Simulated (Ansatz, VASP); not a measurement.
**Two plane-wave programs on GaP**

Contents of INCAR:

```
SYSTEM = GaP
PREC = Accurate
ENCUT = 500
EDIFF = 1E-6
ISMEAR = 0
SIGMA = 0.02
LREAL = .FALSE.
LASPH = .TRUE.
NELM = 120
ALGO = Normal
ISIF = 2
LWAVE = .FALSE.
LCHARG = .FALSE.
GGA = PE
NBANDS = 16
GGA_COMPAT = .FALSE.
```

Contents of KPOINTS:

```
Automatic mesh
0
G
  8 8 8
  0 0 0
```

POSCAR

```
GaP
1.0
    0.0000000000      2.8415051495      2.8415051495
    2.8415051495      0.0000000000      2.8415051495
    2.8415051495      2.8415051495      0.0000000000
Ga P
1 1
Direct
    0.0000000000      0.0000000000      0.0000000000
    0.2500000000      0.2500000000      0.2500000000
```

Input for Ansatz:

```yaml
crystal:
  lattice:
    - [0.0, 2.8415051495, 2.8415051495]
    - [2.8415051495, 0.0, 2.8415051495]
    - [2.8415051495, 2.8415051495, 0.0]
  atoms:
    - { symbol: Ga, position: [0.0, 0.0, 0.0] }
    - { symbol: P, position: [0.25, 0.25, 0.25] }
basis:
  ecutwfc: 420
kpoints:
  mp_grid: { grid: [8, 8, 8] }
hamiltonian:
  xc: pbe
scf:
  occupations: { method: gaussian, width: 0.02 }
output:
  forces: true
  stress: true
  eigenvalues: true
```

Alike in both runs: task single point; functional PBE; k mesh 8 × 8 × 8; occupations gaussian, width 0.02 eV; no spin polarisation.

|  | VASP | Ansatz |
| --- | --- | --- |
| version | VASP 6.6.1 | Ansatz 0.2.0 |
| potentials or method | VASP PAW PBE potentials, release 64 (Ga_d, P), cutoff 500 eV | scalar-relativistic, plane waves, PAW |
| valence electrons in the cell | 18 | 18 |

|  | VASP | Ansatz | Ansatz less VASP |
| --- | --- | --- | --- |
| gap on the k mesh at the Fermi level (eV) | 0.82 | 0.83 | +0.004 |
| least direct gap on the mesh (eV) | 0.82 | 0.83 | +0.004 |
| pressure (GPa) | -5.9 | -5.9 | +0.04 |
